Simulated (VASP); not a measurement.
Wanted: the native input for a VASP 6.6.1 run.

- Task: relaxation of cell and atoms
- Functional: PBE
- Potentials or basis: VASP PAW PBE potentials, release 64 (Ba_sv, Au, S)
- Cutoff: 500 eV
- k mesh: 4 × 4 × 3
- Occupations: fermi-dirac, width 0.1 eV
- Spin: no spin polarisation
- Dipole correction: no
- Further INCAR settings: ALGO = Normal; EDIFF = 1e-07; IBRION = 2; EDIFFG = -0.01; NSW = 60; ISIF = 3

The structure of BaAuS lies in POSCAR:

```
BaAuS
1.0
    3.1420030000      3.9125520000      0.0000000000
    3.1420030000     -3.9125520000      0.0000000000
    0.0000000000      0.0000000000     -6.4993220000
Ba Au S
2 2 2
Direct
    0.3730000000      0.6270000000      0.7500000000
    0.6270000000      0.3730000000      0.2500000000
    0.0000000000      0.0000000000      0.0000000000
    0.0000000000      0.0000000000      0.5000000000
    0.7920000000      0.2080000000      0.7500000000
    0.2080000000      0.7920000000      0.2500000000
```

One way to write it, as run:

INCAR

```
SYSTEM = BaAuS
PREC = Accurate
ENCUT = 500
EDIFF = 1E-7
ISMEAR = -1
SIGMA = 0.1
LREAL = .FALSE.
LASPH = .TRUE.
NELM = 120
ALGO = Normal
ISIF = 3
LWAVE = .FALSE.
LCHARG = .FALSE.
GGA = PE
IBRION = 2
NSW = 60
EDIFFG = -0.01
GGA_COMPAT = .FALSE.
NELMIN = 4
```

KPOINTS

```
Automatic mesh
0
G
  4 4 3
  0 0 0
```

Potentials or basis: VASP PAW PBE potentials, release 64 (Ba_sv, Au, S).

Command:

```console
$ cat potpaw_PBE.64/Ba_sv/POTCAR potpaw_PBE.64/Au/POTCAR potpaw_PBE.64/S/POTCAR > POTCAR
$ mpirun -np 1 vasp_std > vasp.out
```

Results of the run:

* Relaxed volume: 27.98 Å³/atom
* Relaxed cell: a = 5.565 Å, b = 5.565 Å, c = 5.923 Å, α = 90.00°, β = 90.00°, γ = 113.78°
* Space group after relaxing (to 0.1 Å): Cmcm (No. 63)
* Energy gained by relaxing: 116.9 meV/atom
* Ionic steps: 40
* Pressure after relaxing: 0.0 GPa
* Band gap on the k mesh: zero (bands 27 and 28 overlap by 1.13 eV)

Caveat: spin-orbit coupling is left out, which moves the levels of the heavy elements.

Run time: 57 min on 1 thread of Intel Xeon 8259CL, on a shared host, peak memory 0.33 GiB.
